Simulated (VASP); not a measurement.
A run of VASP 6.6.1:

Contents of INCAR:

```
SYSTEM = TaN
PREC = Accurate
ENCUT = 520
EDIFF = 1E-7
ISMEAR = 0
SIGMA = 0.15
LREAL = .FALSE.
LASPH = .TRUE.
NELM = 80
ALGO = Normal
ISIF = 2
LWAVE = .FALSE.
LCHARG = .TRUE.
GGA = CA
LELF = .TRUE.
LVHAR = .TRUE.
NBANDS = 15
```

The input KPOINTS:

```
Automatic mesh
0
G
  18 18 18
  0 0 0
```

File POSCAR:

```
TaN
1.0
    0.0000000000      2.1194897592      2.1194897592
    2.1194897592      0.0000000000      2.1194897592
    2.1194897592      2.1194897592      0.0000000000
Ta N
1 1
Direct
    0.5000000000      0.5000000000      0.5000000000
    0.0000000000      0.0000000000      0.0000000000
```

Potentials or basis: VASP PAW LDA potentials, release 64 (Ta_pv, N).

Command:

```sh
$ cat potpaw_LDA.64/Ta_pv/POTCAR potpaw_LDA.64/N/POTCAR > POTCAR
$ mpirun -np 1 vasp_std > vasp.out
```

Hardware: 1 thread of AMD EPYC 9R45 96-Core Processor (Zen 5), with other jobs on the host.

Question: Estimate the wall time of this run.

Answer: Wall time 34 s on 1 thread of AMD EPYC 9R45 96-Core Processor (Zen 5), on a shared host, peak memory 0.14 GiB. Counts: scf iterations 13, k points 195.
